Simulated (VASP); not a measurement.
# Pt: single point with r2SCAN

Pt:

```
CELL_PARAMETERS angstrom
2.70441 0.00000 0.00000
0.00000 2.70441 0.00000
0.00000 0.00000 2.70441
ATOMIC_POSITIONS crystal
Pt 0.00000 0.00000 0.00000
```

This isn't the form of Pt at room conditions, which is fcc.

```
Program                : VASP 6.6.1
Task                   : single point
Functional             : r2SCAN
Potentials or basis    : VASP PAW PBE potentials, release 64 (Pt)
Cutoff                 : 550 eV
k mesh                 : 14 × 14 × 14
Occupations            : fermi-dirac, width 0.1 eV
Spin                   : no spin polarisation
Dipole correction      : no
Further INCAR settings : ALGO = Normal; EDIFF = 1e-06; NBANDS = 11
```

```json
{
 "Pressure": "-16.6 GPa",
 "Band gap on the k mesh": "zero (bands 5 and 6 overlap by 2.85 eV)"
}
```

Levels at points of the mesh, in eV from the Fermi level:
```csv
k point,band 1,band 2,band 3,band 4,band 5,band 6,band 7,band 8,band 9,band 10
"(0.00, 0.00, 0.00)",-7.71,-5.06,-5.06,0.18,0.18,0.18,15.36,15.36,15.36,20.87
"(0.50, 0.00, 0.00)",-5.29,-4.56,-1.69,-1.69,0.15,0.36,4.11,17.40,19.94,20.96
"(0.50, 0.50, 0.00)",-5.13,-4.18,-1.35,-1.35,1.72,4.78,4.78,8.81,13.47,21.97
"(0.50, 0.50, 0.50)",-4.28,-4.28,-4.28,1.85,1.85,9.86,9.86,9.86,10.95,15.33
```

It took 96 s on 1 thread of Intel Xeon 8259CL, with other jobs on the host, peak memory 0.16 GiB.

Caveat: the cell stands under tension; the PAW data sets were made with another functional, which shifts forces and pressure a little; spin-orbit coupling is left out, which moves the levels of the heavy elements.
